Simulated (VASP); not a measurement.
Runs of VASP 6.6.1 on GaGe. Symmetry: F-43m, No. 216, cubic system. The conventional cell has a = 5.796 Å, b = 5.796 Å, c = 5.796 Å, α = 90.00°, β = 90.00°, γ = 90.00°. Ga (site symmetry -43m) has 4 Ge at 2.51 Å within 3.3 Å. Ge (site symmetry -43m) has 4 Ga at 2.51 Å within 3.3 Å. 

```tsv
k mesh	gap on the mesh (eV)	pressure (GPa)
3 × 3 × 3	none	0.0
6 × 6 × 6	none	0.1
4 × 4 × 4	none	-0.4
5 × 5 × 5	none	(a)
```

Alike in all rows: task single point; level PBE; potentials or basis VASP PAW PBE potentials, release 64 (Ga_d, Ge_d); no spin polarisation; cell as given; cutoff (eV) 500; smearing methfessel-paxton 0.1 eV.

Fill in the values left out.

(a) -0.2.

Caveats: some runs use coarse meshes.

A k mesh can miss the band edges, and the runs leave out spin-orbit coupling on Ga, Ge.

A gap of «none» marks levels without a gap at the run's occupations.
